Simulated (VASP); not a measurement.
# Ti2C (R-3m) in VASP: vibrations by perturbation theory with PBEsol

Aim: the vibrations by perturbation theory of Ti2C with PBEsol.

Everything below comes from runs of VASP 6.6.1. Logs are shortened: lines on timing, memory, paths and dates and some standing lists are left out, and cuts for length are marked.

**1. The cell of the first run**

The structure is trigonal, space group R-3m (No. 166). Conventional cell: a = 3.081 Å, b = 3.081 Å, c = 14.441 Å, α = 90.00°, β = 90.00°, γ = 120.00°. Within 2.8 Å of Ti (site symmetry 3m) lie 3 C at 2.11 Å. Within 2.8 Å of C (site symmetry -3m) lie 6 Ti at 2.11 Å.

**2. Vibrations by perturbation theory, PBEsol**

Input file INCAR:

```
SYSTEM = Ti2C
  PREC = Accurate
  ENCUT = 520
  EDIFF = 1E-8
  ISMEAR = 0
  SIGMA = 0.1
  LREAL = .FALSE.
  LASPH = .TRUE.
  NELM = 60
  ALGO = Normal
  ISIF = 2
  LWAVE = .FALSE.
  LCHARG = .TRUE.
  GGA = PS
  NBANDS = 21
  IBRION = 8
  NSW = 1
```

Input file KPOINTS:

```
regular mesh
0
G
  10 10 10
  0 0 0
```

Input file POSCAR:

```
Ti2C
1.0
    1.5406981800      0.8895225100      4.8137698500
   -1.5406981800      0.8895225100      4.8137698500
    0.0000000000     -1.7790450200      4.8137698500
Ti C
2 1
Direct
    0.2454978300      0.2454978300      0.2454978300
    0.7545021700      0.7545021700      0.7545021700
    0.5000000000      0.5000000000      0.5000000000
```

Potentials or basis: VASP PAW PBE potentials, release 64 (Ti_sv, C).

The run is started by

```bash
$ cat potpaw_PBE.64/Ti_sv/POTCAR potpaw_PBE.64/C/POTCAR > POTCAR
$ mpirun -np 1 vasp_std > vasp.out
```

OUTCAR:

```text
SYSTEM = Ti2C
   PREC = Accurate
   ENCUT = 520
   EDIFF = 1E-8
   ISMEAR = 0
   LREAL = .FALSE.
   LASPH = .TRUE.
   NELM = 60
   ISIF = 2
   GGA = PS
   IBRION = 8
   NSW = 1

 ion  position               nearest neighbor table
   1  0.245  0.245  0.245-   3 2.11   3 2.11   3 2.11   2 2.89   2 2.89   2 2.89
   2  0.755  0.755  0.755-   3 2.11   3 2.11   3 2.11   1 2.89   1 2.89   1 2.89
   3  0.500  0.500  0.500-   1 2.11   1 2.11   2 2.11   2 2.11   1 2.11   2 2.11

  LATTYP: Found a trigonal (rhomboedric) cell.
 ALAT       =     5.1319958443
 COS(alpha) =     0.8197428321

  Lattice vectors:

 A1 = (   1.5406981800,   0.8895225100,   4.8137698500)
 A2 = (  -1.5406981800,   0.8895225100,   4.8137698500)
 A3 = (   0.0000000000,  -1.7790450200,   4.8137698500)

Analysis of symmetry for initial positions (statically):
=====================================================================
 Subroutine PRICEL returns:
 Original cell was already a primitive cell.

 Routine SETGRP: Setting up the symmetry group for a
 trigonal (rhombohedral) supercell.

 Subroutine GETGRP returns: Found 12 space group operations
 (whereof 12 operations were pure point group operations)
 out of a pool of 12 trial point group operations.

The static configuration has the point symmetry D_3d.

Analysis of symmetry for dynamics (positions and initial velocities):
=====================================================================
 Subroutine PRICEL returns:
 Original cell was already a primitive cell.

 Routine SETGRP: Setting up the symmetry group for a
 trigonal (rhombohedral) supercell.

 Subroutine GETGRP returns: Found 12 space group operations
 (whereof 12 operations were pure point group operations)
 out of a pool of 12 trial point group operations.

The dynamic configuration has the point symmetry D_3d.

 Subroutine INISYM returns: Found 12 space group operations
 (whereof 12 operations are pure point group operations),
 and found     1 'primitive' translations

----------------------------------------------------------------------------------------

                                     Primitive cell

  volume of cell :      39.5832

  direct lattice vectors                    reciprocal lattice vectors
     1.540698180  0.889522510  4.813769850     0.324528195  0.187366441  0.069245798
    -1.540698180  0.889522510  4.813769850    -0.324528195  0.187366441  0.069245798
     0.000000000 -1.779045020  4.813769850     0.000000000 -0.374732882  0.069245798

  length of vectors
     5.131995844  5.131995844  5.131995845     0.381077044  0.381077044  0.381077043

  position of ions in fractional coordinates (direct lattice)
     0.245497830  0.245497830  0.245497830
     0.754502170  0.754502170  0.754502170
     0.500000000  0.500000000  0.500000000

  ion indices of the primitive-cell ions
   primitive index   ion index
                 1           1
                 2           2
                 3           3

----------------------------------------------------------------------------------------

 KPOINTS: regular mesh

Automatic generation of k-mesh.
 Grid dimensions read from file:
[... 90 lines left out ...]
   GGA     = PS    functional components
   LHFCALC =     F    Hartree Fock is set to
   AEXX    =    0.0000 exact exchange contribution
   IVDW    =     0    specifies the selected vdW correction
   LEPSILON=     F    determine dielectric tensor
   LRPA    =     F    only Hartree local field effects (RPA)
 non-spin polarized calculation
 Gauss-broadening in eV      SIGMA  =   0.10
  energy-cutoff  :      520.00
  volume of cell :       39.58
 maximum number of plane-waves:      1079
 NGX is ok and might be reduce to    40
   NGX = 19   NGY = 19   NGZ = 19

--------------------------------------- Ionic step        1  -------------------------------------------

 number of electron      28.0000004 magnetization

 Free energy of the ion-electron system (eV)
  ---------------------------------------------------
  ext. energy  EPLUGINS =         0.00000000
  ---------------------------------------------------
  free energy    TOTEN  =       -28.41259643 eV

  energy without entropy =      -28.40197829  energy(sigma->0) =      -28.40728736

 E-fermi :   8.2595     XC(G=0): -11.9664

 val. band max:        8.2462407125   @ k =  -0.4000   0.5000   0.4000
 cond. band min:       8.2821009679   @ k =   0.3000   0.2000   0.1000
 fundamental gap:      0.0358602555
 Fermi energy:         8.2594882521

 k-point     1 :       0.0000    0.0000    0.0000
  band No.  band energies     occupation
      1     -48.2605      2.00000
      2     -48.1578      2.00000
      3     -24.9423      2.00000
      4     -24.4155      2.00000
      5     -24.4155      2.00000
      6     -24.3730      2.00000
[... 565 lines left out ...]
     20      12.0236      0.00000
     21      12.7697      0.00000

 [... further k-points ...]
[... 5 lines left out ...]
  --------------------------------------------------------------------------------------
  -------------------------------------------------------------------------------------
  Total       -1.1620729     -1.1620729     -1.0131334      0.0000000      0.0000000      0.0000000
  in kB      -47.0362704    -47.0362705    -41.0077685      0.0000000      0.0000000      0.0000000
  external PRESSURE =     -45.0267698 kB  Pullay stress =       0.0000000 kB

 VOLUME and BASIS-vectors are now :
 -----------------------------------------------------------------------------
  energy-cutoff  :      520.00
  volume of cell :       39.58
      direct lattice vectors                 reciprocal lattice vectors
     1.540698180  0.889522510  4.813769850     0.324528195  0.187366441  0.069245798
    -1.540698180  0.889522510  4.813769850    -0.324528195  0.187366441  0.069245798
     0.000000000 -1.779045020  4.813769850     0.000000000 -0.374732882  0.069245798

 POSITION                                       TOTAL-FORCE (eV/Angst)
 -----------------------------------------------------------------------------------
      0.00000      0.00000      3.54531        -0.000000      0.000000     -0.162071
      0.00000      0.00000     10.89600        -0.000000     -0.000000      0.162071
      0.00000      0.00000      7.22065         0.000000     -0.000000      0.000000
 -----------------------------------------------------------------------------------
    total drift:                                0.000000      0.000000     -0.000000

  FREE ENERGIE OF THE ION-ELECTRON SYSTEM (eV)
  ---------------------------------------------------
  free  energy   TOTEN  =       -28.4125964308 eV

  energy  without entropy=      -28.4019782923  energy(sigma->0) =      -28.40728736

[... ionic steps 2 to 9 ...]

--------------------------------------- Ionic step       10  -------------------------------------------

------------------------ aborting loop because EDIFF is reached ----------------------------------------

[... ionic steps 11 to 11 ...]

--------------------------------------- Ionic step       12  -------------------------------------------

 Free energy of the ion-electron system (eV)
  ---------------------------------------------------
  ---------------------------------------------------
  free energy    TOTEN  =        -0.12842060 eV

  energy without entropy =       -0.12842060

------------------------ aborting loop because EDIFF is reached ----------------------------------------

 INTERNAL STRAIN TENSOR  FOR ION    3  DIRECTION 3   (eV/Angst):
 -----------------------------------------------------------------------------
     0.00269  0.00000  0.00000
     0.00000  0.00269  0.00000
     0.00000 -0.00000 -0.00407

 INTERNAL STRAIN TENSOR FOR ION    3 for displacements in x,y,z  (eV/Angst):
          X           Y           Z          XY          YZ          ZX
  --------------------------------------------------------------------------------
  x     0.00000     0.00000     0.00000     0.00000     0.00000     0.00000
  y     0.00000     0.00000     0.00000     0.00000     0.00000     0.00000
  z     0.00000     0.00000     0.00000     0.00000     0.00000     0.00000

 SECOND DERIVATIVES (NOT SYMMETRIZED)
 ------------------------------------
               1X          1Y          1Z          2X          2Y          2Z          3X          3Y          3Z
  1X    -9.961446    0.000000    0.000000    2.124017   -0.000000   -0.000000    7.837430   -0.000000    0.000000
  1Y     0.000000   -9.961446    0.000000   -0.000000    2.124017    0.000000    0.000000    7.837430   -0.000000
  1Z     0.000000    0.000000  -12.491909    0.000000    0.000000    6.712939    0.000000    0.000000    5.778970
  2X     2.124017   -0.000000   -0.000000   -9.961446    0.000000    0.000000    7.837430   -0.000000    0.000000
  2Y    -0.000000    2.124017    0.000000    0.000000   -9.961446    0.000000    0.000000    7.837430   -0.000000
  2Z     0.000000    0.000000    6.712939    0.000000    0.000000  -12.491909    0.000000    0.000000    5.778970
  3X     7.841646    0.000000    0.000000    7.841646    0.000000    0.000000  -15.683291    0.000000    0.000000
  3Y     0.000000    7.841646    0.000000    0.000000    7.841646    0.000000    0.000000  -15.683291    0.000000
  3Z     0.000000   -0.000000    5.784889    0.000000   -0.000000    5.784889    0.000000    0.000000  -11.569778

 Eigenvectors and eigenvalues of the dynamical matrix
 ----------------------------------------------------

   1 f  =   18.950716 THz   119.070860 2PiTHz  632.127840 cm-1    78.373828 meV
             X         Y         Z           dx          dy          dz
      0.000000  0.000000  3.545310     0.000000   -0.236004    0.000000
      0.000000  0.000000 10.895999     0.000000   -0.236004    0.000000
      0.000000  0.000000  7.220655    -0.000000    0.942658   -0.000000
[... 43 lines left out ...]
   9 f/i=    0.002621 THz     0.016465 2PiTHz    0.087411 cm-1     0.010838 meV
             X         Y         Z           dx          dy          dz
      0.000000  0.000000  3.545310    -0.000000   -0.000000    0.666578
      0.000000  0.000000 10.895999    -0.000000   -0.000000    0.666578
      0.000000  0.000000  7.220655    -0.000000   -0.000000    0.333688

--------------------------------------------------------------------------------------------------------

 ELASTIC MODULI CONTR FROM IONIC RELAXATION (kBar)
 Direction    XX          YY          ZZ          XY          YZ          ZX
 --------------------------------------------------------------------------------
 XX        -391.2677   -192.9250   -542.5088      0.0000   -306.5578      0.0000
 YY        -192.9250   -391.2677   -542.5088      0.0000    306.5578      0.0000
 ZZ        -542.5088   -542.5088  -1007.5985      0.0000     -0.0000      0.0000
 XY           0.0000      0.0000      0.0000    -99.1714     -0.0000   -265.2131
 YZ        -306.5578    306.5578     -0.0000     -0.0000   -947.6292     -0.0000
 ZX           0.0000      0.0000      0.0000   -265.2131     -0.0000   -709.2568
 --------------------------------------------------------------------------------
```

It took 35 min on 1 thread of Intel Xeon 6975P-C (Granite Rapids), shared host; peak memory 0.96 GiB.

Results:

```
Highest phonon frequency at Γ, LO-TO splitting left out : 632 cm⁻¹
```

Phonon frequencies in cm⁻¹ (negative: imaginary):
```
              q point                    frequencies
(0.000, 0.000, 0.000)  0 0 0 262 262 330 543 632 632
```

Caveat: the cell wasn't relaxed at this level first, which shifts response properties; the PAW data sets were made with another functional, which shifts forces and pressure a little.
